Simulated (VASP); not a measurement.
Input of a VASP 6.6.1 run:

Contents of INCAR:

```
SYSTEM = Nb2PdSe4
ALGO     = Normal         ! electronic algorithm
EDIFF    = 1E-7           ! SCF threshold, eV
ENCUT    = 520            ! plane-wave cutoff, eV
GGA      = PE             ! functional
ISIF     = 2              ! what is computed and relaxed
ISMEAR   = 0              ! smearing method
LASPH    = .TRUE.         ! aspherical terms in the spheres
LCHARG   = .FALSE.        ! write CHGCAR
LREAL    = .FALSE.        ! projectors in reciprocal space
LWAVE    = .FALSE.        ! write WAVECAR
NBANDS   = 39             ! bands
NELM     = 60             ! most SCF steps
PREC     = Accurate       ! precision mode
SIGMA    = 0.2            ! smearing width, eV
```

KPOINTS

```
k-points
0
G
  6 6 2
  0 0 0
```

Contents of POSCAR:

```
Nb2PdSe4
1.0
    3.5516377142     -0.0009877514     -0.0000037252
   -1.7767390944      3.0779636058     -0.0054240765
    0.0002616407     -0.0231240459     13.6658996440
Nb Pd Se
2 1 4
Direct
    0.0005465572      1.0031710923      0.2432571708
   -0.0005494376     -0.0031585374      0.7567358878
    0.0000497941      0.0000110143      0.0000024867
    0.3328986777      0.6679455894      0.1253756612
    0.3347144437      0.6716483727      0.3642271520
    0.6652600400      0.3283670756      0.6357795391
    0.6670799251      0.3320153929      0.8746221024
```

Potentials or basis: VASP PAW PBE potentials, release 64 (Nb_sv, Pd, Se).

Launch:

```sh
$ cat potpaw_PBE.64/Nb_sv/POTCAR potpaw_PBE.64/Pd/POTCAR potpaw_PBE.64/Se/POTCAR > POTCAR
$ mpirun -np 1 vasp_std > vasp.out
```

(1) What does it give for the band gap on the k mesh?

(2) Predict the largest force.

(3) Predict the pressure.

## Answers

(1) zero (band 30 reaches 6.62 eV, above the bottom of band 31 at 6.29 eV).

(2) 0.011 eV/Å.

(3) 0.0 GPa.
